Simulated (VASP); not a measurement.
AlN: single point with LDA

Crystal: AlN.

```xyz
8
Lattice="3.0972 0.0000 0.0000 -1.5486 2.6822 0.0000 0.0000 0.0000 10.0339" Properties=species:S:1:pos:R:3 pbc="T T T"
Al    0.0000    0.0000   -0.0127
Al    0.0000    1.7881    2.5069
Al    0.0000    0.0000    5.0043
Al    1.5486    0.8941    7.5238
N     0.0000    0.0000    1.8885
N     0.0000    1.7881    4.3970
N     0.0000    0.0000    6.9055
N     1.5486    0.8941    9.4140
```

```
Program             : VASP 6.6.1
Task                : single point
Functional          : LDA
Potentials or basis : VASP PAW LDA potentials, release 64 (Al, N)
Cutoff              : 520 eV
k mesh              : 12 × 12 × 4
Occupations         : gaussian, width 0.01 eV
Spin                : no spin polarisation
```

- Pressure: -3.3 GPa
- Largest force: 0.005 eV/Å
- Band gap on the k mesh: 3.93 eV, indirect (least direct gap 4.24 eV)

Forces in eV/Å, atoms in the order of the input:
```
Al   0.000  0.000  0.003
Al   0.000  0.000 -0.005
Al   0.000  0.000  0.003
Al   0.000  0.000 -0.005
N    0.000  0.000  0.001
N    0.000  0.000  0.001
N    0.000  0.000  0.001
N    0.000  0.000  0.001
```

Levels at points of the mesh, in eV from the valence-band top:
```
           k point  band 14  band 15  band 16  band 17  band 18  band 19
(0.00, 0.00, 0.00)    -0.09    -0.09     0.00     4.24     6.31     6.58
(0.50, 0.00, 0.00)    -1.27    -0.77    -0.58     3.93     4.57     6.88
(0.00, 0.00, 0.50)    -0.18    -0.18    -0.18     5.17     5.17     6.94
(0.50, 0.00, 0.50)    -1.35    -0.82    -0.82     4.50     4.50     6.54
```

Run time: 67 s on 1 thread of AMD EPYC 9R14 (Zen 4), with other jobs on the host, peak memory 0.19 GiB.

A k mesh can miss the band edges. As with any semilocal functional, this LDA gap is likely too small.
